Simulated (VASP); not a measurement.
Wanted: the native input for a VASP 6.6.1 run.

* Task: single point
* Functional: PBE
* Potentials or basis: VASP PAW PBE potentials, release 64 (Co, O)
* Cutoff: 520 eV
* k mesh: 12 × 12 × 12
* Occupations: gaussian, width 0.01 eV
* Spin: collinear spin, antiferromagnetic start
* Starting moments: [-2.27, 2.27, -0.16, 0.16] μB
* Dipole correction: no
* Further INCAR settings: ALGO = Normal; EDIFF = 1e-06; NBANDS = 27

The structure of CoO lies in POSCAR:

```
CoO
1.0
    1.6022198417      0.9250420569      5.1329417806
   -1.6022198417      0.9250420569      5.1329417806
    0.0000000000     -1.8500841138      5.1329417806
Co O
2 2
Direct
    0.9994877300      0.9994877300      0.9994877300
    0.4994905900      0.4994905900      0.4994905900
    0.3754955300      0.3754955300      0.3754955300
    0.8755255000      0.8755255000      0.8755255000
```

One way to write it, as run:

INCAR

```
SYSTEM = CoO
ALGO = Normal
EDIFF = 1E-6
ENCUT = 520
GGA = PE
ISIF = 2
ISMEAR = 0
ISPIN = 2
LASPH = .True.
LCHARG = .False.
LMAXMIX = 4
LORBIT = 11
LREAL = .False.
LWAVE = .False.
MAGMOM = -2.27 2.27 -0.16 0.16
NBANDS = 27
NELM = 150
PREC = Accurate
SIGMA = 0.01
```

KPOINTS

```
k-points
0
Gamma
  12 12 12
  0 0 0
```

Potentials or basis: VASP PAW PBE potentials, release 64 (Co, O).

Launch:

```bash
$ cat potpaw_PBE.64/Co/POTCAR potpaw_PBE.64/O/POTCAR > POTCAR
$ mpirun -np 1 vasp_std > vasp.out
```

It gave:

The pressure is -0.9 GPa and the largest force is 0.139 eV/Å. The band gap on the k mesh is 0.14 eV. The net moment is 0.00 μB per cell. The site moments are Co -2.23, +2.23; O -0.14, +0.14 μB. The valence electrons inside the program's atomic spheres are Co 8.02, 8.01; O 4.99.

It took 12 min on 1 thread of Intel(R) Xeon(R) 6975P-C (Granite Rapids) (shared host), peak memory 0.54 GiB.
